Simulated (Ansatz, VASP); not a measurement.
## Nb in VASP and in Ansatz

File POSCAR:

```
Nb
1.0
   -1.6511317439      1.6511317439      1.6511317439
    1.6511317439     -1.6511317439      1.6511317439
    1.6511317439      1.6511317439     -1.6511317439
Nb
1
Direct
    0.0000000000      0.0000000000      0.0000000000
```

File INCAR.step1:

```
SYSTEM = Nb
ALGO = Normal
EDIFF = 1E-4
ENCUT = 520
GGA = PE
ISMEAR = 1
LASPH = .TRUE.
LCHARG = .FALSE.
LREAL = .FALSE.
LWAVE = .TRUE.
NBANDS = 12
NELM = 60
PREC = Accurate
SIGMA = 0.3
```

INCAR.step2

```
SYSTEM = Nb
ALGO = Normal
EDIFF = 1E-6
ENCUT = 520
ISIF = 2
ISMEAR = 1
ISTART = 1
LASPH = .TRUE.
LCHARG = .TRUE.
LELF = .TRUE.
LMIXTAU = .TRUE.
LREAL = .FALSE.
LVHAR = .TRUE.
LWAVE = .FALSE.
METAGGA = R2SCAN
NBANDS = 12
NELM = 60
PREC = Accurate
SIGMA = 0.3
```

The input KPOINTS:

```
k-points
0
G
  13 13 13
  0 0 0
```

Input for Ansatz:

```yaml
crystal:
  lattice:
    - [-1.6511317439, 1.6511317439, 1.6511317439]
    - [1.6511317439, -1.6511317439, 1.6511317439]
    - [1.6511317439, 1.6511317439, -1.6511317439]
  atoms:
    - { symbol: Nb, position: [0.0, 0.0, 0.0] }
hamiltonian:
  xc: r2scan
  pseudopotentials:
    kind: paw
    azcp:
      Nb: "pseudopotentials/Nb.paw.azcp"
basis:
  ecutwfc: 500
  fft_grid_basis: typed
kpoints:
  mp_grid: { grid: [13, 13, 13], shift: [0, 0, 0] }
magnetization:
  spin_polarized: false
scf:
  occupations: { method: methfessel_paxton, width: 0.3 }
  lower_state_search: "off"
output:
  stress: true
```

Alike in both runs: task single point; functional r2SCAN; k mesh 13 × 13 × 13; occupations methfessel-paxton of order 1, width 0.3 eV; no spin polarisation.

```csv
,VASP,Ansatz
version,VASP 6.6.1,Ansatz 0.2.0
potentials or method,"VASP PAW PBE potentials, release 64 (Nb_sv), cutoff 520 eV","plane waves (500 eV) with PAW, scalar-relativistic"
valence electrons in the cell,13,13
```

```tsv
	VASP	Ansatz	Ansatz less VASP
pressure (GPa)	-0.5	-0.3	+0.17
```

VASP's potentials were made for PBE, not for r2SCAN. The functional is the same, so the differences come from potentials, cutoffs and numerics.
